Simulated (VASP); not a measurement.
Write the native input for VASP 6.6.1 that does the following.

```yaml
Task: single point
Functional: PBEsol
Potentials_or_basis: VASP PAW PBE potentials, release 64 (P, Ir)
Cutoff: 520 eV
k_mesh: 9 × 9 × 9
Occupations: gaussian, width 0.1 eV
Spin: no spin polarisation
Dipole_correction: no
Further_INCAR_settings: ALGO = Normal; EDIFF = 1e-06; NBANDS = 18
```

The structure of PIr2 lies in POSCAR:

```
PIr2
1.0
    0.0000000000      2.7949027722      2.7949027722
    2.7949027722      0.0000000000      2.7949027722
    2.7949027722      2.7949027722      0.0000000000
P Ir
1 2
Direct
    0.0000000000      0.0000000000      0.0000000000
    0.2500000000      0.2500000000      0.2500000000
    0.7500000000      0.7500000000      0.7500000000
```

The input as run:

INCAR

```
SYSTEM = PIr2
PREC = Accurate ; ENCUT = 520
EDIFF = 1E-6 ; ISMEAR = 0
SIGMA = 0.1 ; LREAL = .FALSE.
LASPH = .TRUE. ; NELM = 80
ALGO = Normal ; ISIF = 2
LWAVE = .FALSE. ; LCHARG = .FALSE.
GGA = PS ; NBANDS = 18
```

KPOINTS

```
regular mesh
0
G
  9 9 9
  0 0 0
```

Potentials or basis: VASP PAW PBE potentials, release 64 (P, Ir).

The run is started by

```sh
$ cat potpaw_PBE.64/P/POTCAR potpaw_PBE.64/Ir/POTCAR > POTCAR
$ mpirun -np 1 vasp_std > vasp.out
```

Results of the run:

The pressure is -7.7 GPa.

Caveat: the PAW data sets were made with another functional, which shifts forces and pressure a little.

Wall time 50 s on 1 thread of AMD EPYC 7R13, on a shared host, peak memory 0.15 GiB.
